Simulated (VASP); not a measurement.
# Ge2As (Fm-3m) in VASP: notebook

Runs on Ge2As. Level: PBE. Tasks: relaxation of cell and atoms, single point.

All numbers are computed with VASP 6.6.1; they aren't measurements. Logs are shortened: lines on timing, memory, paths and dates and some standing lists are left out, and cuts for length are marked.

### Step 1. The cell of the first run

The structure is cubic, space group Fm-3m (No. 225). Conventional cell: a = 6.040 Å, b = 6.040 Å, c = 6.040 Å, α = 90.00°, β = 90.00°, γ = 90.00°. Within 3.5 Å of Ge (site symmetry -43m) lie 4 As at 2.62 Å and 6 Ge at 3.02 Å. As (site symmetry m-3m) has 8 Ge at 2.62 Å within 3.5 Å.

### Step 2. Relaxation of cell and atoms, PBE

Contents of INCAR:

```
PREC = Accurate ; ENCUT = 600
EDIFF = 1E-6 ; ISMEAR = 0
SIGMA = 0.1 ; LREAL = F
LASPH = T ; NELM = 60
ALGO = Normal ; ISIF = 3
LWAVE = F ; LCHARG = F
GGA = PE ; IBRION = 2
NSW = 90 ; EDIFFG = -0.04
```

Contents of KPOINTS:

```
regular mesh
0
Gamma
  6 6 6
```

Contents of POSCAR:

```
Ge2As
1.0
    0.0000000000      3.0201735495      3.0201735495
    3.0201735495      0.0000000000      3.0201735495
    3.0201735495      3.0201735495      0.0000000000
Ge As
2 1
Direct
    0.2500000000      0.2500000000      0.2500000000
    0.7500000000      0.7500000000      0.7500000000
    0.0000000000      0.0000000000      0.0000000000
```

Potentials or basis: VASP PAW PBE potentials, release 64 (Ge_d, As).

Command:

```console
cat potpaw_PBE.64/Ge_d/POTCAR potpaw_PBE.64/As/POTCAR > POTCAR
mpirun -np 1 vasp_std > vasp.out
```

OUTCAR:

```text
PREC = Accurate
   ENCUT = 600
   EDIFF = 1E-6
   ISMEAR = 0
   LREAL = F
   LASPH = T
   NELM = 60
   ISIF = 3
   GGA = PE
   IBRION = 2
   NSW = 90
   EDIFFG = -0.04

 ion  position               nearest neighbor table
   1  0.250  0.250  0.250-   3 2.62   3 2.62   3 2.62   3 2.62
   2  0.750  0.750  0.750-   3 2.62   3 2.62   3 2.62   3 2.62
   3  0.000  0.000  0.000-   2 2.62   2 2.62   2 2.62   1 2.62   1 2.62   1 2.62   2 2.62   1 2.62

  LATTYP: Found a face centered cubic cell.
 ALAT       =     6.0403470990

  Lattice vectors:

 A1 = (   0.0000000000,   3.0201735495,   3.0201735495)
 A2 = (   3.0201735495,   0.0000000000,   3.0201735495)
 A3 = (   3.0201735495,   3.0201735495,   0.0000000000)

Analysis of symmetry for initial positions (statically):
=====================================================================
 Subroutine PRICEL returns:
 Original cell was already a primitive cell.

 Routine SETGRP: Setting up the symmetry group for a
 face centered cubic supercell.

 Subroutine GETGRP returns: Found 48 space group operations
 (whereof 48 operations were pure point group operations)
 out of a pool of 48 trial point group operations.

The static configuration has the point symmetry O_h .

Analysis of symmetry for dynamics (positions and initial velocities):
=====================================================================
 Subroutine PRICEL returns:
 Original cell was already a primitive cell.

 Routine SETGRP: Setting up the symmetry group for a
 face centered cubic supercell.

 Subroutine GETGRP returns: Found 48 space group operations
 (whereof 48 operations were pure point group operations)
 out of a pool of 48 trial point group operations.

The dynamic configuration has the point symmetry O_h .

 Subroutine INISYM returns: Found 48 space group operations
 (whereof 48 operations are pure point group operations),
 and found     1 'primitive' translations

----------------------------------------------------------------------------------------

                                     Primitive cell

  volume of cell :      55.0967

  direct lattice vectors                    reciprocal lattice vectors
     0.000000000  3.020173549  3.020173549    -0.165553400  0.165553400  0.165553400
     3.020173549  0.000000000  3.020173549     0.165553400 -0.165553400  0.165553400
     3.020173549  3.020173549  0.000000000     0.165553400  0.165553400 -0.165553400

  length of vectors
     4.271170394  4.271170394  4.271170394     0.286746900  0.286746900  0.286746900

  position of ions in fractional coordinates (direct lattice)
     0.250000000  0.250000000  0.250000000
     0.750000000  0.750000000  0.750000000
     0.000000000  0.000000000  0.000000000

  ion indices of the primitive-cell ions
   primitive index   ion index
                 1           1
                 2           2
                 3           3

----------------------------------------------------------------------------------------

 KPOINTS: regular mesh

Automatic generation of k-mesh.
 Grid dimensions read from file:
 generate k-points for:    6    6    6

 Generating k-lattice:

  Cartesian coordinates                     Fractional coordinates (reciprocal lattice)
    -0.027592233  0.027592233  0.027592233     0.166666667  0.000000000  0.000000000
     0.027592233 -0.027592233  0.027592233     0.000000000  0.166666667  0.000000000
     0.027592233  0.027592233 -0.027592233     0.000000000  0.000000000  0.166666667

  Length of vectors
     0.047791150  0.047791150  0.047791150

  Shift w.r.t. Gamma in fractional coordinates (k-lattice)
     0.000000000  0.000000000  0.000000000

 Subroutine IBZKPT returns following result:
 ===========================================

 Found     16 irreducible k-points:

 Following reciprocal coordinates:
            Coordinates               Weight
  0.000000  0.000000  0.000000      1.000000
  0.166667  0.000000  0.000000      8.000000
  0.333333  0.000000  0.000000      8.000000
  0.500000  0.000000  0.000000      4.000000
  0.166667  0.166667  0.000000      6.000000
  0.333333  0.166667  0.000000     24.000000
[... 8 lines left out ...]
 -0.333333  0.333333  0.166667     24.000000
 -0.333333  0.500000  0.166667     12.000000
   k-points           NKPTS =     16   k-points in BZ     NKDIM =     16   number of bands    NBANDS=     20
   number of dos      NEDOS =    301   number of ions     NIONS =      3
   total plane-waves  NPLWV =  46656
   dimension x,y,z NGX =    36 NGY =   36 NGZ =   36
   dimension x,y,z NGXF=    72 NGYF=   72 NGZF=   72
   ions per type =               2   1
   NGX,Y,Z   is equivalent  to a cutoff of  14.01, 14.01, 14.01 a.u.
   NGXF,Y,Z  is equivalent  to a cutoff of  28.02, 28.02, 28.02 a.u.
 SYSTEM =  unknown system
   PREC   = accura    normal or accurate (medium, high low for compatibility)
   ISTART =      0    job   : 0-new  1-cont  2-samecut
   ICHARG =      2    charge: 1-file 2-atom 10-const
   ISPIN  =      1    spin polarized calculation?
   LNONCOLLINEAR =      F non collinear calculations
   LSORBIT =      F    spin-orbit coupling
   LASPH  =      T    aspherical Exc in radial PAW
   ENCUT  =  600.0 eV  44.10 Ry    6.64 a.u.   8.53  8.53  8.53*2*pi/ulx,y,z
   NELM   =     60;   NELMIN=  2; NELMDL= -5     # of ELM steps
   EDIFF  = 0.1E-05   stopping-criterion for ELM
   LREAL  =      F    real-space projection
   EDIFFG = -.4E-01   stopping-criterion for IOM
   NSW    =     90    number of steps for IOM
   IBRION =      2    ionic relax: 0-MD 1-quasi-New 2-CG
   NFREE  =      1    steps in history (QN), initial steepest desc. (CG)
   ISIF   =      3    stress and relaxation
   ISYM   =      2    0-nonsym 1-usesym 2-fastsym
   POTIM  = 0.5000    time-step for ionic-motion
   TEBEG  =    0.0;   TEEND  =   0.0 temperature during run
   PSTRESS=    0.0 pullay stress
   NELECT =      33.0000    total number of electrons
   NUPDOWN=      -1.0000    fix difference up-down
   EMIN   =  10.00;   EMAX   =-10.00  energy-range for DOS
   EFERMI =   0.00;   METHOD = LEGACY
   ISMEAR =     0;   SIGMA  =   0.10  broadening in eV -4-tet -1-fermi 0-gaus
   EFERMI_NEDOS =   21; number of points for ismear=-14 and -15
   IALGO  =     38    algorithm
   IMIX   =      4    mixing-type and parameters
     AMIX     =   0.40;   BMIX     =  1.00
     AMIX_MAG =   1.60;   BMIX_MAG =  1.00
  volume/ion in A,a.u.               =      18.37       123.94
  Fermi-wavevector in a.u.,A,eV,Ry     =   1.379974  2.607773 25.909960  1.904328
  Thomas-Fermi vector in A             =   2.504894
   LORBIT       =      0    0 simple, 1 ext, 2 COOP (PROOUT), +10 PAW based schemes
   GGA     = PE    functional components
   LHFCALC =     F    Hartree Fock is set to
   AEXX    =    0.0000 exact exchange contribution
   IVDW    =     0    specifies the selected vdW correction
   LEPSILON=     F    determine dielectric tensor
   LRPA    =     F    only Hartree local field effects (RPA)
 conjugate gradient relaxation of ions
 non-spin polarized calculation
 Gauss-broadening in eV      SIGMA  =   0.10
  energy-cutoff  :      600.00
  volume of cell :       55.10
 maximum number of plane-waves:      1868
 NGX is ok and might be reduce to    36
   NGX = 17   NGY = 17   NGZ = 17

--------------------------------------- Ionic step        1  -------------------------------------------

 number of electron      33.0000003 magnetization

 Free energy of the ion-electron system (eV)
  ---------------------------------------------------
  ext. energy  EPLUGINS =         0.00000000
  ---------------------------------------------------
  free energy    TOTEN  =       -11.95668240 eV

  energy without entropy =      -11.94697109  energy(sigma->0) =      -11.95182675

------------------------ aborting loop because EDIFF is reached ----------------------------------------

  FORCE on cell =-STRESS in cart. coord.  units (eV):
  Direction    XX          YY          ZZ          XY          YZ          ZX
  --------------------------------------------------------------------------------------
  -------------------------------------------------------------------------------------
  Total        6.0705163      6.0705163      6.0705163      0.0000000     -0.0000000      0.0000000
  in kB      176.5267468    176.5267468    176.5267468      0.0000000     -0.0000000      0.0000000
  external PRESSURE =     176.5267468 kB  Pullay stress =       0.0000000 kB
[... 22 lines left out ...]
  energy  without entropy=      -11.9469710945  energy(sigma->0) =      -11.95182675

--------------------------------------- Ionic step        2  -------------------------------------------

 number of electron      32.9999979 magnetization

 E-fermi :   4.6327     XC(G=0):  -9.7234

 val. band max:        4.6184120438   @ k =   0.1667   0.1667   0.0000
 cond. band min:       4.6329812938   @ k =   0.5000   0.3333   0.1667
 fundamental gap:      0.0145692500
 Fermi energy:         4.6327146738

 k-point     1 :       0.0000    0.0000    0.0000
  band No.  band energies     occupation
      1     -20.4077      2.00000
      2     -20.4077      2.00000
      3     -20.3962      2.00000
      4     -20.3962      2.00000
      5     -20.3962      2.00000
      6     -20.3738      2.00000
[... 12 lines left out ...]
     19       3.2297      2.00000
[... 378 lines left out ...]
  energy  without entropy=      -12.5159891624  energy(sigma->0) =      -12.52401320

--------------------------------------- Ionic step        3  -------------------------------------------

 number of electron      33.0000011 magnetization

 Free energy of the ion-electron system (eV)
  ---------------------------------------------------
  ext. energy  EPLUGINS =         0.00000000
  ---------------------------------------------------
  free energy    TOTEN  =       -12.57672042 eV

  energy without entropy =      -12.56127791  energy(sigma->0) =      -12.56899916

 E-fermi :   5.1802     XC(G=0): -10.0191

 val. band max:        5.1763161062   @ k =   0.1667   0.1667   0.0000
 cond. band min:       5.1842642306   @ k =   0.5000   0.3333   0.1667
 fundamental gap:      0.0079481244
 Fermi energy:         5.1802362483

 k-point     1 :       0.0000    0.0000    0.0000
  band No.  band energies     occupation
      1     -19.8043      2.00000
      2     -19.8043      2.00000
      3     -19.7905      2.00000
      4     -19.7905      2.00000
      5     -19.7905      2.00000
      6     -19.7616      2.00000
[... 12 lines left out ...]
     19       3.6780      2.00000
[... 374 lines left out ...]
  FREE ENERGIE OF THE ION-ELECTRON SYSTEM (eV)
  ---------------------------------------------------
  free  energy   TOTEN  =       -12.5767204195 eV

  energy  without entropy=      -12.5612779053  energy(sigma->0) =      -12.56899916

 reached required accuracy - stopping structural energy minimisation
```

It took 1.8 min on 1 thread of Intel Xeon 8259CL, shared host; peak memory 0.22 GiB.

What came out:

| Quantity | Value |
| --- | --- |
| Free energy | -12.5767 eV |
| Relaxed volume | 22.75 Å³/atom |
| Relaxed cell | a = 4.587 Å, b = 4.587 Å, c = 4.587 Å, α = 60.00°, β = 60.00°, γ = 60.00° |
| Space group after relaxing (to 0.1 Å) | Fm-3m (No. 225) |
| Energy gained by relaxing | 206.7 meV/atom |
| Ionic steps | 3 |
| Pressure after relaxing | 0.2 GPa |
| Band gap on the k mesh | zero (an odd number of electrons rules out a gap without spin polarisation) |

The path:
| step | energy change (eV) | largest force (eV/Å) | pressure (GPa) | volume (Å³) |
| --- | --- | --- | --- | --- |
| 1 | 0.0000 | 0.0000 | 17.65 | 55.10 |
| 2 | -0.5754 | 0.0000 | -3.08 | 72.86 |
| 3 | -0.6200 | 0.0000 | 0.18 | 68.26 |

Final structure:
```yaml
crystal:
  lattice:
    - [0.00000, 3.24366, 3.24366]
    - [3.24366, 0.00000, 3.24366]
    - [3.24366, 3.24366, 0.00000]
  atoms:
    - { symbol: Ge, position: [0.25000, 0.25000, 0.25000] }
    - { symbol: Ge, position: [0.75000, 0.75000, 0.75000] }
    - { symbol: As, position: [0.00000, 0.00000, 0.00000] }
```

Caveat: the volume moved by over 15 % at a fixed basis, so the end points are rough.

[end of part 1 of 2]
